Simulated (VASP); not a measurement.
# CuO2 (Cmcm) in VASP: notebook

Runs on CuO2. Level: PBEsol. Tasks: single point.

All numbers are computed with VASP 6.6.1; they aren't measurements. Logs are shortened: lines on timing, memory, paths and dates and some standing lists are left out, and cuts for length are marked.

## Step 1: The cell of the first run

The structure is orthorhombic, space group Cmcm (No. 63). The conventional cell has a = 2.825 Å, b = 10.421 Å, c = 4.343 Å, α = 90.00°, β = 90.00°, γ = 90.00°. Within 2.5 Å of Cu (site symmetry m2m) lie 6 O at 1.86 to 2.22 Å. O (site symmetry m2m) has 2 Cu at 1.86 Å and 3 O at 2.42 to 2.47 Å within 2.5 Å. O (site symmetry m2m) has 4 Cu at 1.90 to 2.22 Å and 1 O at 2.47 Å within 2.5 Å.

## Step 2: Single point, PBEsol, collinear spin

The input, INCAR:

```
SYSTEM = CuO2
  PREC = Accurate
  ENCUT = 520
  EDIFF = 1E-6
  ISMEAR = 0
  SIGMA = 0.1
  LREAL = .False.
  LASPH = .True.
  NELM = 150
  ALGO = Normal
  ISIF = 2
  LWAVE = .False.
  LCHARG = .False.
  ISPIN = 2
  MAGMOM = 0 0 0.38 0.38 0 0
  LORBIT = 11
  LMAXMIX = 4
  GGA = PS
  NBANDS = 36
```

The input, KPOINTS:

```
Automatic mesh
0
Gamma
  1 1 1
  0 0 0
```

The input, POSCAR:

```
CuO2
1.0
    1.4126150000     -5.2107470000      0.0000000000
    1.4126150000      5.2107470000      0.0000000000
    0.0000000000      0.0000000000      4.3434240000
Cu O
2 4
Direct
    0.8327470000      0.1672530000      0.2500000000
    0.1672530000      0.8327470000      0.7500000000
    0.4485140000      0.5514860000      0.2500000000
    0.5514860000      0.4485140000      0.7500000000
    0.2110300000      0.7889700000      0.2500000000
    0.7889700000      0.2110300000      0.7500000000
```

Potentials or basis: VASP PAW PBE potentials, release 64 (Cu, O).

Launch:

```bash
$ cat potpaw_PBE.64/Cu/POTCAR potpaw_PBE.64/O/POTCAR > POTCAR
$ mpirun -np 1 vasp_gam > vasp.out
```

OUTCAR:

```text
SYSTEM = CuO2
   PREC = Accurate
   ENCUT = 520
   EDIFF = 1E-6
   ISMEAR = 0
   LREAL = .False.
   LASPH = .True.
   NELM = 150
   ISIF = 2
   ISPIN = 2
   LORBIT = 11
   GGA = PS

 ion  position               nearest neighbor table
   1  0.833  0.167  0.250-   3 1.86   3 1.86   5 1.90   5 1.90   6 2.22   6 2.22
   2  0.167  0.833  0.750-   4 1.86   4 1.86   6 1.90   6 1.90   5 2.22   5 2.22
   3  0.449  0.551  0.250-   1 1.86   1 1.86
   4  0.551  0.449  0.750-   2 1.86   2 1.86
   5  0.211  0.789  0.250-   1 1.90   1 1.90   2 2.22   2 2.22
   6  0.789  0.211  0.750-   2 1.90   2 1.90   1 2.22   1 2.22

  LATTYP: Found a base centered orthorhombic cell.
 ALAT       =     2.8252300000
 B/A-ratio  =     3.6887241039
 C/A-ratio  =     1.5373700548

  Lattice vectors:

 A1 = (   1.4126150000,  -5.2107470000,   0.0000000000)
 A2 = (   1.4126150000,   5.2107470000,   0.0000000000)
 A3 = (   0.0000000000,   0.0000000000,   4.3434240000)

Analysis of symmetry for initial positions (statically):
=====================================================================
 Subroutine PRICEL returns:
 Original cell was already a primitive cell.

 Routine SETGRP: Setting up the symmetry group for a
 base centered orthorhombic supercell.

 Subroutine GETGRP returns: Found  8 space group operations
 (whereof  4 operations were pure point group operations)
 out of a pool of  8 trial point group operations.

The static configuration has the point symmetry C_2h.
 The point group associated with its full space group is D_2h.

Analysis of symmetry for dynamics (positions and initial velocities):
=====================================================================
 Subroutine PRICEL returns:
 Original cell was already a primitive cell.

 Routine SETGRP: Setting up the symmetry group for a
 base centered orthorhombic supercell.

 Subroutine GETGRP returns: Found  8 space group operations
 (whereof  4 operations were pure point group operations)
 out of a pool of  8 trial point group operations.

The dynamic configuration has the point symmetry C_2h.
 The point group associated with its full space group is D_2h.

Analysis of structural, dynamic, and magnetic symmetry:
=====================================================================
 Subroutine PRICEL returns:
 Original cell was already a primitive cell.

 Routine SETGRP: Setting up the symmetry group for a
 base centered orthorhombic supercell.

 Subroutine GETGRP returns: Found  8 space group operations
 (whereof  4 operations were pure point group operations)
 out of a pool of  8 trial point group operations.

The overall configuration has the point symmetry C_2h.
 The point group associated with its full space group is D_2h.

 Subroutine INISYM returns: Found  8 space group operations
 (whereof  4 operations are pure point group operations),
 and found     1 'primitive' translations

----------------------------------------------------------------------------------------

                                     Primitive cell

  volume of cell :      63.9420

  direct lattice vectors                    reciprocal lattice vectors
     1.412615000 -5.210747000  0.000000000     0.353953483 -0.095955532  0.000000000
     1.412615000  5.210747000  0.000000000     0.353953483  0.095955532  0.000000000
     0.000000000  0.000000000  4.343424000     0.000000000  0.000000000  0.230233106

  length of vectors
     5.398830006  5.398830006  4.343424000     0.366729509  0.366729509  0.230233106

  position of ions in fractional coordinates (direct lattice)
     0.832747000  0.167253000  0.250000000
     0.167253000  0.832747000  0.750000000
     0.448514000  0.551486000  0.250000000
     0.551486000  0.448514000  0.750000000
     0.211030000  0.788970000  0.250000000
     0.788970000  0.211030000  0.750000000

  ion indices of the primitive-cell ions
   primitive index   ion index
                 1           1
                 2           2
                 3           3
                 4           4
                 5           5
                 6           6

----------------------------------------------------------------------------------------

 KPOINTS: Automatic mesh

Automatic generation of k-mesh.
 Grid dimensions read from file:
 generate k-points for:    1    1    1

 Generating k-lattice:

  Cartesian coordinates                     Fractional coordinates (reciprocal lattice)
     0.353953483 -0.095955532  0.000000000     1.000000000  0.000000000  0.000000000
     0.353953483  0.095955532  0.000000000     0.000000000  1.000000000  0.000000000
     0.000000000  0.000000000  0.230233106     0.000000000  0.000000000  1.000000000

  Length of vectors
     0.366729509  0.366729509  0.230233106

  Shift w.r.t. Gamma in fractional coordinates (k-lattice)
     0.000000000  0.000000000  0.000000000

 Subroutine IBZKPT returns following result:
 ===========================================

 Found      1 irreducible k-points:

 Following reciprocal coordinates:
            Coordinates               Weight
  0.000000  0.000000  0.000000      1.000000
   k-points           NKPTS =      1   k-points in BZ     NKDIM =      1   number of bands    NBANDS=     36
   number of dos      NEDOS =    301   number of ions     NIONS =      6
   total plane-waves  NPLWV =  51200
   dimension x,y,z NGX =    40 NGY =   40 NGZ =   32
   dimension x,y,z NGXF=    80 NGYF=   80 NGZF=   64
   ions per type =               2   4
   NGX,Y,Z   is equivalent  to a cutoff of  12.32, 12.32, 12.25 a.u.
   NGXF,Y,Z  is equivalent  to a cutoff of  24.63, 24.63, 24.50 a.u.
 SYSTEM =  CuO2
   PREC   = accura    normal or accurate (medium, high low for compatibility)
   ISTART =      0    job   : 0-new  1-cont  2-samecut
   ICHARG =      2    charge: 1-file 2-atom 10-const
   ISPIN  =      2    spin polarized calculation?
   LNONCOLLINEAR =      F non collinear calculations
   LSORBIT =      F    spin-orbit coupling
   LASPH  =      T    aspherical Exc in radial PAW
   ENCUT  =  520.0 eV  38.22 Ry    6.18 a.u.  10.04 10.04  8.08*2*pi/ulx,y,z
   NELM   =    150;   NELMIN=  2; NELMDL= -5     # of ELM steps
   EDIFF  = 0.1E-05   stopping-criterion for ELM
   LREAL  =      F    real-space projection
   EDIFFG = 0.1E-04   stopping-criterion for IOM
   NSW    =      0    number of steps for IOM
   IBRION =     -1    ionic relax: 0-MD 1-quasi-New 2-CG
   NFREE  =      0    steps in history (QN), initial steepest desc. (CG)
   ISIF   =      2    stress and relaxation
   ISYM   =      2    0-nonsym 1-usesym 2-fastsym
   POTIM  = 0.5000    time-step for ionic-motion
   TEBEG  =    0.0;   TEEND  =   0.0 temperature during run
   PSTRESS=    0.0 pullay stress
   NELECT =      46.0000    total number of electrons
   NUPDOWN=      -1.0000    fix difference up-down
   EMIN   =  10.00;   EMAX   =-10.00  energy-range for DOS
   EFERMI =   0.00;   METHOD = LEGACY
   ISMEAR =     0;   SIGMA  =   0.10  broadening in eV -4-tet -1-fermi 0-gaus
   EFERMI_NEDOS =   21; number of points for ismear=-14 and -15
   IALGO  =     38    algorithm
   IMIX   =      4    mixing-type and parameters
     AMIX     =   0.40;   BMIX     =  1.00
     AMIX_MAG =   1.60;   BMIX_MAG =  1.00
  volume/ion in A,a.u.               =      10.66        71.92
  Fermi-wavevector in a.u.,A,eV,Ry     =   1.466894  2.772028 29.276722  2.151778
  Thomas-Fermi vector in A             =   2.582577
   LORBIT       =     11    0 simple, 1 ext, 2 COOP (PROOUT), +10 PAW based schemes
   GGA     = PS    functional components
   LHFCALC =     F    Hartree Fock is set to
   AEXX    =    0.0000 exact exchange contribution
   IVDW    =     0    specifies the selected vdW correction
   LEPSILON=     F    determine dielectric tensor
   LRPA    =     F    only Hartree local field effects (RPA)
 spin polarized calculation
 Gauss-broadening in eV      SIGMA  =   0.10
  energy-cutoff  :      520.00
  volume of cell :       63.94
 maximum number of plane-waves:       858
   NGX = 21   NGY = 21   NGZ = 17

 number of electron      45.9999977 magnetization       0.2003641

 number of electron      45.9999977 magnetization      -0.4253220

 Free energy of the ion-electron system (eV)
  ---------------------------------------------------
  ext. energy  EPLUGINS =         0.00000000
  ---------------------------------------------------
  free energy    TOTEN  =       -25.23388767 eV

  energy without entropy =      -25.15752105  energy(sigma->0) =      -25.19570436

 E-fermi :   2.2161     XC(G=0): -11.1346

 val. band max:        2.1610094187   @ k =   0.0000   0.0000   0.0000
 cond. band min:       2.2202065699   @ k =   0.0000   0.0000   0.0000
 fundamental gap:      0.0591971512
 Fermi energy:         2.2160821954

 spin component 1

 k-point     1 :       0.0000    0.0000    0.0000
  band No.  band energies     occupation
      1     -16.3796      1.00000
      2     -14.8220      1.00000
      3     -14.7043      1.00000
      4     -14.0346      1.00000
      5      -3.4499      1.00000
      6      -3.1853      1.00000
[... 27 lines left out ...]
     34      18.9800      0.00000
     35      19.2805      0.00000
 Fermi energy:         2.2160821954

 spin component 2

 k-point     1 :       0.0000    0.0000    0.0000
  band No.  band energies     occupation
      1     -16.4895      1.00000
      2     -15.1596      1.00000
      3     -14.8899      1.00000
      4     -13.9658      1.00000
      5      -3.4305      1.00000
      6      -3.1921      1.00000
[... 27 lines left out ...]
     34      18.9781      0.00000
     35      19.1515      0.00000
 [bands above 35 left out]

------------------------ aborting loop because EDIFF is reached ----------------------------------------

  FORCE on cell =-STRESS in cart. coord.  units (eV):
  Direction    XX          YY          ZZ          XY          YZ          ZX
  --------------------------------------------------------------------------------------
  -------------------------------------------------------------------------------------
  Total       -6.3534615      0.8494444      3.8207528      0.0000000     -0.0000000      0.0000000
  in kB     -159.1970303     21.2843062     95.7356079      0.0000000     -0.0000000      0.0000000
  external PRESSURE =     -14.0590387 kB  Pullay stress =       0.0000000 kB

 VOLUME and BASIS-vectors are now :
 -----------------------------------------------------------------------------
  energy-cutoff  :      520.00
  volume of cell :       63.94
      direct lattice vectors                 reciprocal lattice vectors
     1.412615000 -5.210747000  0.000000000     0.353953483 -0.095955532  0.000000000
     1.412615000  5.210747000  0.000000000     0.353953483  0.095955532  0.000000000
     0.000000000  0.000000000  4.343424000     0.000000000  0.000000000  0.230233106

 POSITION                                       TOTAL-FORCE (eV/Angst)
 -----------------------------------------------------------------------------------
      1.41261     -3.46772      1.08586         0.000000      0.509580     -0.000000
      1.41261      3.46772      3.25757         0.000000     -0.509580     -0.000000
      1.41261      0.53656      1.08586         0.000000      0.495087      0.000000
      1.41261     -0.53656      3.25757         0.000000     -0.495087      0.000000
      1.41261      3.01150      1.08586         0.000000      0.350383     -0.000000
      1.41261     -3.01150      3.25757         0.000000     -0.350383     -0.000000
 -----------------------------------------------------------------------------------
    total drift:                               -0.000000      0.000000     -0.000000

  FREE ENERGIE OF THE ION-ELECTRON SYSTEM (eV)
  ---------------------------------------------------
  free  energy   TOTEN  =       -25.2338876726 eV

  energy  without entropy=      -25.1575210518  energy(sigma->0) =      -25.19570436

 total charge

# of ion       s       p       d       tot
------------------------------------------
    1        0.411   0.479   9.046   9.936
    2        0.411   0.479   9.046   9.936
    3        1.557   3.250   0.000   4.807
    4        1.557   3.250   0.000   4.807
    5        1.548   3.354   0.000   4.902
    6        1.548   3.354   0.000   4.902
--------------------------------------------------
tot          7.032  14.167  18.092  39.290

 magnetization (x)

# of ion       s       p       d       tot
------------------------------------------
    1        0.000  -0.002  -0.044  -0.046
    2        0.000  -0.002  -0.044  -0.046
    3       -0.006  -0.346   0.000  -0.352
    4       -0.006  -0.346   0.000  -0.352
    5        0.005   0.204   0.000   0.209
    6        0.005   0.204   0.000   0.209
--------------------------------------------------
tot         -0.002  -0.287  -0.088  -0.377
```

Run time: 98 s. Hardware: 1 thread of Intel Xeon Platinum 8375C at 2.90GHz (Ice Lake), shared host; peak memory 0.25 GiB.

Results:

| Item | Value |
| --- | --- |
| Free energy | -25.2339 eV |
| Pressure | -1.4 GPa |
| Largest force | 0.510 eV/Å |
| Band gap on the k mesh | 0.06 eV |
| Net moment | -0.43 μB per cell |
| Site moments | Cu -0.05; O -0.35, +0.21 μB |
| Valence electrons inside the program's atomic spheres | Cu 9.94; O 4.81, 4.90 |

Forces on the atoms (eV/Å):
```
Cu   0.000  0.510  0.000
Cu   0.000 -0.510  0.000
O    0.000  0.495  0.000
O    0.000 -0.495  0.000
O    0.000  0.350  0.000
O    0.000 -0.350  0.000
```

Levels at points of the mesh, in eV from the valence-band top:
Spin up:
| k point | band 20 | band 21 | band 22 | band 23 | band 24 | band 25 | band 26 | band 27 |
| --- | --- | --- | --- | --- | --- | --- | --- | --- |
| (0.00, 0.00, 0.00) | -0.52 | -0.29 | -0.23 | 0.00 | 0.83 | 1.39 | 1.70 | 6.44 |
Spin down:
```csv
k point,band 19,band 20,band 21,band 22,band 23,band 24,band 25,band 26,band 27,band 28
"(0.00, 0.00, 0.00)",-0.93,-0.58,-0.50,-0.06,0.00,0.06,1.44,1.56,6.39,10.80
```

Caveat: the k points lie up to 2.30 Å⁻¹ apart; the PAW data sets were made with another functional, which shifts forces and pressure a little. A k mesh can miss the band edges.

## Step 3: Single point, PBEsol, collinear spin

The input, INCAR:

```
PREC     = Accurate       # precision mode
ENCUT    = 520            # plane-wave cutoff, eV
EDIFF    = 1E-6           # SCF threshold, eV
ISMEAR   = 0              # smearing method
SIGMA    = 0.1            # smearing width, eV
LREAL    = F              # projectors in reciprocal space
LASPH    = T              # aspherical terms in the spheres
NELM     = 150            # most SCF steps
ALGO     = Normal         # electronic algorithm
ISIF     = 2              # what is computed and relaxed
LWAVE    = F              # write WAVECAR
LCHARG   = F              # write CHGCAR
ISPIN    = 2              # spin polarisation
MAGMOM   = 0 0 0.38 0.38 0 0 # initial moments
LORBIT   = 11             # projections on sites
LMAXMIX  = 4              # l up to which the mixer works
GGA      = PS             # functional
NBANDS   = 36             # bands
```

The input, KPOINTS:

```
Automatic mesh
0
Gamma
  2 2 2
```

POSCAR is that of step 2.

Potentials or basis: VASP PAW PBE potentials, release 64 (Cu, O).

Launch:

```bash
$ cat potpaw_PBE.64/Cu/POTCAR potpaw_PBE.64/O/POTCAR > POTCAR
$ mpirun -np 1 vasp_std > vasp.out
```

It took 1.9 min on 1 thread of Intel Xeon Platinum 8375C at 2.90GHz (Ice Lake), shared host; peak memory 0.24 GiB.

The run converged. Its results:

```yaml
Free_energy: -30.2721 eV
Pressure: -10.3 GPa
Largest_force: 0.880 eV/Å
Band_gap_on_the_k_mesh: zero (filled and empty bands overlap)
Net_moment: 0.00 μB per cell
Valence_electrons_inside_the_program's_atomic_spheres: Cu 9.95; O 4.79, 4.86
```

Forces in eV/Å, atoms in the order of the input:
```
Cu   0.000  0.219  0.000
Cu   0.000 -0.219  0.000
O    0.000  0.791  0.000
O    0.000 -0.791  0.000
O    0.000 -0.880  0.000
O    0.000  0.880  0.000
```

Stress tensor (GPa, compression positive):
```
-14.60   0.00   0.00
  0.00 -11.62   0.00
  0.00   0.00  -4.76
```

Levels at points of the mesh, in eV from the Fermi level:
Spin up:
```
           k point  band 20  band 21  band 22  band 23  band 24  band 25  band 26  band 27
(0.00, 0.00, 0.00)    -1.51    -1.29    -1.27    -0.79    -0.29     0.72     1.00     5.71
(0.50, 0.00, 0.00)    -2.13    -2.09    -1.95    -1.55     0.15     0.41     0.50     9.88
(0.50, 0.50, 0.00)    -1.77    -1.44    -1.38    -1.17     0.17     0.86     1.00     7.26
(0.00, 0.00, 0.50)    -1.87    -1.18    -1.18     0.09     0.09     0.86     0.86     8.28
(0.50, 0.00, 0.50)    -3.03    -1.00    -1.00     0.06     0.06     0.56     0.56     9.69
(0.50, 0.50, 0.50)    -2.15    -0.75    -0.75    -0.12    -0.12     0.96     0.96     9.10
```
Spin down:
```csv
k point,band 20,band 21,band 22,band 23,band 24,band 25,band 26,band 27
"(0.00, 0.00, 0.00)",-1.51,-1.29,-1.27,-0.79,-0.29,0.72,1.00,5.71
"(0.50, 0.00, 0.00)",-2.13,-2.09,-1.95,-1.55,0.15,0.41,0.50,9.88
"(0.50, 0.50, 0.00)",-1.77,-1.44,-1.38,-1.16,0.17,0.86,1.00,7.27
"(0.00, 0.00, 0.50)",-1.87,-1.18,-1.18,0.09,0.09,0.86,0.86,8.28
"(0.50, 0.00, 0.50)",-3.03,-1.00,-1.00,0.06,0.06,0.56,0.56,9.69
"(0.50, 0.50, 0.50)",-2.15,-0.75,-0.75,-0.12,-0.12,0.96,0.96,9.10
```

Caveat: the k points lie up to 1.15 Å⁻¹ apart; the PAW data sets were made with another functional, which shifts forces and pressure a little; semilocal functionals often make such compounds metallic where correlation or magnetic order opens a gap, which also shifts bond lengths. With open d or f shells a metallic result of PBEsol can be an artefact of self-interaction; +U or a hybrid may open a gap.

(Part 1 of 2 ends here.)
